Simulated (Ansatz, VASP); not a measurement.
# One calculation of Ge, two programs

```
CELL_PARAMETERS angstrom
0.00000 2.88115 2.88115
2.88115 0.00000 2.88115
2.88115 2.88115 0.00000
ATOMIC_POSITIONS crystal
Ge 0.87500 0.87500 0.87500
Ge 0.12500 0.12500 0.12500
```

Alike in both runs: functional PBE; k mesh 11 × 11 × 11; occupations fermi-dirac, width 0.08 eV; no spin polarisation.

Ansatz relaxed the structure, and its values are those at the end. VASP's run is a single point on that final structure, the one shown.

|  | VASP | Ansatz |
| --- | --- | --- |
| version | VASP 6.6.1 | Ansatz 0.2.0 |
| potentials or method | VASP PAW PBE potentials, release 64 (Ge_d) | PAW with Ansatz's default frozen-core files, scalar-relativistic |
| plane-wave cutoff (eV) | 520 | 420 |
| valence electrons in the cell | 28 | 28 |

|  | VASP | Ansatz | Ansatz less VASP |
| --- | --- | --- | --- |
| pressure (GPa) | -0.1 | 0.0 | +0.09 |

The functional is the same, so the differences come from potentials, cutoffs and numerics.
